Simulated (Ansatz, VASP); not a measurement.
# NbAl6W: VASP beside Ansatz

The input INCAR:

```
SYSTEM = NbAl6W
PREC     = Accurate       ! precision mode
ENCUT    = 500            ! plane-wave cutoff, eV
EDIFF    = 1E-6           ! SCF threshold, eV
ISMEAR   = 0              ! smearing method
SIGMA    = 0.1            ! smearing width, eV
LREAL    = .False.        ! projectors in reciprocal space
LASPH    = .True.         ! aspherical terms in the spheres
NELM     = 120            ! most SCF steps
ALGO     = Normal         ! electronic algorithm
ISIF     = 2              ! what is computed and relaxed
LWAVE    = .False.        ! write WAVECAR
LCHARG   = .False.        ! write CHGCAR
GGA      = PE             ! functional
NBANDS   = 32             ! bands
GGA_COMPAT= .False.
```

Contents of KPOINTS:

```
Automatic mesh
0
Gamma
  4 4 4
  0 0 0
```

POSCAR

```
NbAl6W
1.0
    0.0000000000      4.0307259900      4.0307259900
    4.0307259900      0.0000000000      4.0307259900
    4.0307259900      4.0307259900      0.0000000000
Al Nb W
6 1 1
Direct
    0.7513053700      0.2486946300      0.2486946300
    0.2486946300      0.7513053700      0.7513053700
    0.2486946300      0.7513053700      0.2486946300
    0.7513053700      0.2486946300      0.7513053700
    0.2486946300      0.2486946300      0.7513053700
    0.7513053700      0.7513053700      0.2486946300
    0.5000000000      0.5000000000      0.5000000000
    0.0000000000      0.0000000000      0.0000000000
```

Input for Ansatz:

```yaml
crystal:
  lattice:
    - [0.0, 4.03072599, 4.03072599]
    - [4.03072599, 0.0, 4.03072599]
    - [4.03072599, 4.03072599, 0.0]
  atoms:
    - { symbol: Al, position: [0.75130537, 0.24869463, 0.24869463] }
    - { symbol: Al, position: [0.24869463, 0.75130537, 0.75130537] }
    - { symbol: Al, position: [0.24869463, 0.75130537, 0.24869463] }
    - { symbol: Al, position: [0.75130537, 0.24869463, 0.75130537] }
    - { symbol: Al, position: [0.24869463, 0.24869463, 0.75130537] }
    - { symbol: Al, position: [0.75130537, 0.75130537, 0.24869463] }
    - { symbol: Nb, position: [0.5, 0.5, 0.5] }
    - { symbol: W, position: [0.0, 0.0, 0.0] }
basis:
  ecutwfc: 420
kpoints:
  mp_grid: { grid: [4, 4, 4] }
hamiltonian:
  xc: pbe
scf:
  occupations: { method: gaussian, width: 0.1 }
  lower_state_search: "off"
output:
  forces: true
  stress: true
  eigenvalues: true
```

Alike in both runs: task single point; functional PBE; k mesh 4 × 4 × 4; occupations gaussian, width 0.1 eV; no spin polarisation.

```csv
,VASP,Ansatz
version,VASP 6.6.1,Ansatz 0.2.0
potentials or method,"VASP PAW PBE potentials, release 64 (Al, Nb_sv, W_sv), cutoff 500 eV","scalar-relativistic, plane waves, PAW"
valence electrons in the cell,45,45
```

Ansatz gave:

| Property | Result |
| --- | --- |
| gap on the k mesh at the Fermi level (eV) | none |
| rms of the force components (eV/Å) | 0.822 |

Task: Which values does VASP return?

Result: gap on the k mesh at the Fermi level (eV): none; rms of the force components (eV/Å): 0.818.

Atom by atom the forces differ by 0.004 eV/Å (rms over components). A gap of «none» marks a metal or a gap that the smearing closes. The functional is the same, so the differences come from potentials, cutoffs and numerics.

Neither program's run includes spin-orbit coupling.
